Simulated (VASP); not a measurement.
Input of a VASP 6.6.1 run:

INCAR

```
SYSTEM = Si
  ALGO = Normal
  EDIFF = 1E-6
  ENCUT = 520
  ISIF = 2
  ISMEAR = 0
  LASPH = .TRUE.
  LCHARG = .TRUE.
  LELF = .TRUE.
  LREAL = Auto
  LVHAR = .TRUE.
  LWAVE = .FALSE.
  NBANDS = 86
  NELM = 80
  PREC = Accurate
  SIGMA = 0.02
```

The input KPOINTS:

```
k-points
0
G
  3 3 3
  0 0 0
```

File POSCAR:

```
Si
1.0
    5.4019422852     -5.4019422852      5.4019422852
    5.4019422852      5.4019422852     -5.4019422852
   -5.4019422852      5.4019422852      5.4019422852
Si
32
Direct
    0.0000000000      0.5000000000      0.7500000000
    0.2500000000      0.2500000000      0.7500000000
    0.5000000000      0.0000000000      0.7500000000
    0.7500000000      0.5000000000      0.0000000000
    0.7500000000      0.7500000000      0.7500000000
    0.0000000000      0.2500000000      0.0000000000
    0.2500000000      0.0000000000      0.0000000000
    0.5000000000      0.5000000000      0.2500000000
    0.5000000000      0.7500000000      0.0000000000
    0.7500000000      0.2500000000      0.2500000000
    0.0000000000      0.0000000000      0.2500000000
    0.2500000000      0.5000000000      0.5000000000
    0.2500000000      0.7500000000      0.2500000000
    0.5000000000      0.2500000000      0.5000000000
    0.7500000000      0.0000000000      0.5000000000
    0.0000000000      0.7500000000      0.5000000000
    0.7500000000      0.2500000000      0.5000000000
    0.0000000000      0.0000000000      0.5000000000
    0.2500000000      0.7500000000      0.5000000000
    0.5000000000      0.2500000000      0.7500000000
    0.5000000000      0.5000000000      0.5000000000
    0.7500000000      0.0000000000      0.7500000000
    0.0000000000      0.7500000000      0.7500000000
    0.2500000000      0.2500000000      0.0000000000
    0.2500000000      0.5000000000      0.7500000000
    0.5000000000      0.0000000000      0.0000000000
    0.7500000000      0.7500000000      0.0000000000
    0.0000000000      0.2500000000      0.2500000000
    0.0000000000      0.5000000000      0.0000000000
    0.2500000000      0.0000000000      0.2500000000
    0.5000000000      0.7500000000      0.2500000000
    0.7500000000      0.5000000000      0.2500000000
```

Potentials or basis: VASP PAW LDA potentials, release 64 (Si).

Command:

```console
$ cat potpaw_LDA.64/Si/POTCAR > POTCAR
$ mpirun -np 1 vasp_std > vasp.out
```

Question: What does it give for the band gap on the k mesh?

Answer: 0.57 eV.

Question: Estimate the pressure.

Answer: 0.1 GPa.

Caveat: semilocal functionals underestimate gaps, and a narrow one can read as zero; an odd mesh through Γ misses points on the zone boundary, where band edges can lie.
